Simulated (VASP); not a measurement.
# Ir (I4/mmm) in VASP: a series of runs, part 2 of 2

VASP 6.6.1.

### 4 Single point, r2SCAN (strain -0.050 along x and y, +0.050 along z)

Input file POSCAR:

```
Ir
1.0
    0.0000000000      1.8237150000      2.0156850000
    1.8237150000      0.0000000000      2.0156850000
    1.8237150000      1.8237150000      0.0000000000
Ir
1
Direct
    0.0000000000      0.0000000000      0.0000000000
```

Input file INCAR.step1:

```
SYSTEM = Ir
  PREC = Accurate
  ENCUT = 520
  ISMEAR = 0
  SIGMA = 0.15
  LREAL = .FALSE.
  LASPH = .TRUE.
  NELM = 100
  NBANDS = 10
  GGA = PE
  ALGO = Normal
  EDIFF = 1E-4
  LWAVE = .TRUE.
  LCHARG = .FALSE.
```

Input file INCAR.step2:

```
SYSTEM = Ir
  PREC = Accurate
  ENCUT = 520
  EDIFF = 1E-7
  ISMEAR = 0
  SIGMA = 0.15
  LREAL = .FALSE.
  LASPH = .TRUE.
  NELM = 100
  ALGO = Normal
  ISIF = 2
  LWAVE = .FALSE.
  LCHARG = .TRUE.
  METAGGA = R2SCAN
  LMIXTAU = .TRUE.
  LELF = .TRUE.
  LVHAR = .TRUE.
  NBANDS = 10
  ISTART = 1
```

Input file KPOINTS:

```
regular mesh
0
G
  22 22 22
  0 0 0
```

Potentials or basis: VASP PAW PBE potentials, release 64 (Ir).

Run with:

```
$ cat potpaw_PBE.64/Ir/POTCAR > POTCAR
$ cp INCAR.step1 INCAR
$ mpirun -np 1 vasp_std > vasp.out
$ cp INCAR.step2 INCAR
$ mpirun -np 1 vasp_std > vasp.out
```

OUTCAR:

```text
SYSTEM = Ir
   PREC = Accurate
   ENCUT = 520
   EDIFF = 1E-7
   ISMEAR = 0
   LREAL = .FALSE.
   LASPH = .TRUE.
   NELM = 100
   ISIF = 2
   METAGGA = R2SCAN
   ISTART = 1

 ion  position               nearest neighbor table
   1  0.000  0.000  0.000-

  LATTYP: Found a body centered tetragonal cell.
 ALAT       =     2.5791224869
 C/A-ratio  =     1.5630781479

  Lattice vectors:

 A1 = (  -1.8237150000,   0.0000000000,   2.0156850000)
 A2 = (   1.8237150000,   0.0000000000,   2.0156850000)
 A3 = (   0.0000000000,   1.8237150000,  -2.0156850000)

Analysis of symmetry for initial positions (statically):
=====================================================================
 Subroutine PRICEL returns:
 Original cell was already a primitive cell.

 Routine SETGRP: Setting up the symmetry group for a
 body centered tetragonal supercell.

 Subroutine GETGRP returns: Found 16 space group operations
 (whereof 16 operations were pure point group operations)
 out of a pool of 16 trial point group operations.

The static configuration has the point symmetry D_4h.

Analysis of symmetry for dynamics (positions and initial velocities):
[... 163 lines left out ...]

 k-point     1 :       0.0000    0.0000    0.0000
  band No.  band energies     occupation
      1      -0.9889      2.00000
      2       5.8285      2.00000
      3       7.3944      2.00000
      4       7.3944      2.00000
      5       8.6624      2.00000
      6      10.7171      1.99968
      7      26.3062      0.00000
      8      30.1708      0.00000
      9      33.5203      0.00000
     10      33.5203      0.00000
[... 287 lines left out ...]
 k-point    24 :      -0.4545    0.0455    0.0000
  band No.  band energies     occupation
      1       2.2231      2.00000
      2       5.8889      2.00000
      3       7.4635      2.00000
      4       9.7758      2.00000
      5      11.7217      0.00000
      6      12.9909      0.00000
      7      19.6341      0.00000
      8      25.6821      0.00000
      9      31.7434      0.00000
     10      33.6437      0.00000

 [... further k-points ...]

------------------------ aborting loop because EDIFF is reached ----------------------------------------

  FORCE on cell =-STRESS in cart. coord.  units (eV):
  Direction    XX          YY          ZZ          XY          YZ          ZX
  --------------------------------------------------------------------------------------
  -------------------------------------------------------------------------------------
  Total        3.9209515      3.9209515      0.0702745      0.0000000     -0.0000000      0.0000000
  in kB      468.5278907    468.5278907      8.3973454      0.0000000     -0.0000000      0.0000000
  external PRESSURE =     315.1510423 kB  Pullay stress =       0.0000000 kB

 VOLUME and BASIS-vectors are now :
 -----------------------------------------------------------------------------
  energy-cutoff  :      520.00
  volume of cell :       13.41
      direct lattice vectors                 reciprocal lattice vectors
     0.000000000  1.823715000  2.015685000    -0.274165645  0.274165645  0.248054632
     1.823715000  0.000000000  2.015685000     0.274165645 -0.274165645  0.248054632
     1.823715000  1.823715000  0.000000000     0.274165645  0.274165645 -0.248054632

 POSITION                                       TOTAL-FORCE (eV/Angst)
 -----------------------------------------------------------------------------------
      0.00000      0.00000      0.00000         0.000000      0.000000      0.000000
 -----------------------------------------------------------------------------------
    total drift:                               -0.000000     -0.000000     -0.000000

  FREE ENERGIE OF THE ION-ELECTRON SYSTEM (eV)
  ---------------------------------------------------
  free  energy   TOTEN  =       -52.1654826714 eV

  energy  without entropy=      -52.1557692040  energy(sigma->0) =      -52.16062594
```

OUTCAR.step1:

```text
SYSTEM = Ir
   PREC = Accurate
   ENCUT = 520
   ISMEAR = 0
   LREAL = .FALSE.
   LASPH = .TRUE.
   NELM = 100
[... 529 lines left out ...]
 -----------------------------------------------------------------------------------
      0.00000      0.00000      0.00000        -0.000000      0.000000      0.000000
 -----------------------------------------------------------------------------------
    total drift:                               -0.000000     -0.000000     -0.000000

  FREE ENERGIE OF THE ION-ELECTRON SYSTEM (eV)
  ---------------------------------------------------
  free  energy   TOTEN  =        -8.6170123599 eV

  energy  without entropy=       -8.6067432066  energy(sigma->0) =       -8.61187778
```

OSZICAR.step1:

```text
N       E                     dE             d eps       ncg     rms          rms(c)
DAV:   1     0.487598935533E+02    0.48760E+02   -0.43990E+03 16848   0.825E+02
DAV:   2    -0.824338808860E+01   -0.57003E+02   -0.54329E+02 17110   0.199E+02
DAV:   3    -0.912311349989E+01   -0.87973E+00   -0.87546E+00 19402   0.300E+01
DAV:   4    -0.913110869969E+01   -0.79952E-02   -0.79936E-02 19190   0.264E+00
DAV:   5    -0.913125927994E+01   -0.15058E-03   -0.15058E-03 19470   0.343E-01    0.179E+01
DAV:   6    -0.871709370831E+01    0.41417E+00   -0.62784E-01 18756   0.991E+00    0.785E+00
DAV:   7    -0.862330724351E+01    0.93786E-01   -0.25660E-01 20594   0.584E+00    0.149E+00
DAV:   8    -0.861832133476E+01    0.49859E-02   -0.27503E-03 18532   0.660E-01    0.625E-01
DAV:   9    -0.861700492551E+01    0.13164E-02   -0.12177E-03 19336   0.495E-01    0.176E-02
DAV:  10    -0.861701235987E+01   -0.74344E-05   -0.73535E-06  8822   0.259E-02
   1 F= -.86170124E+01 E0= -.86118778E+01  d E =-.102692E-01
```

Wall time 3.9 min (1 thread of AMD EPYC 9R45 (Zen 5), shared host); peak memory 0.2 GiB.

What came out:

```
Free energy            : -52.1655 eV
Pressure               : 31.5 GPa
Band gap on the k mesh : zero (an odd number of electrons rules out a gap without spin polarisation)
```

Caveat: the cell differs from its parent crystal (strain -0.050 along x and y, +0.050 along z); the cell stands under pressure; the PAW data sets were made with another functional, which shifts forces and pressure a little; spin-orbit coupling is left out, which moves the levels of the heavy elements.

### 5 The runs side by side

```csv
cell,gap on the mesh (eV),pressure (GPa)
"a = 2.648, b = 2.648, c = 2.715 Å, angles 59.2, 59.2, 61.7°, 1 atom",none,28.0
"a = 2.683, b = 2.683, c = 2.783 Å, angles 58.8, 58.8, 62.5°, 1 atom",none,6.1
"a = 2.718, b = 2.718, c = 2.579 Å, angles 61.7, 61.7, 56.6°, 1 atom",none,31.5
```

Alike in all rows: task single point; level r2SCAN; potentials or basis VASP PAW PBE potentials, release 64 (Ir); no spin polarisation; k mesh 22 × 22 × 22; cutoff (eV) 520; smearing gaussian 0.15 eV.

Caveats: the cell stands under pressure; the PAW data sets were made with another functional, which shifts forces and pressure a little; spin-orbit coupling is left out, which moves the levels of the heavy elements.

Total energies depend on the potentials used, so only differences within one code and one set of settings carry meaning.
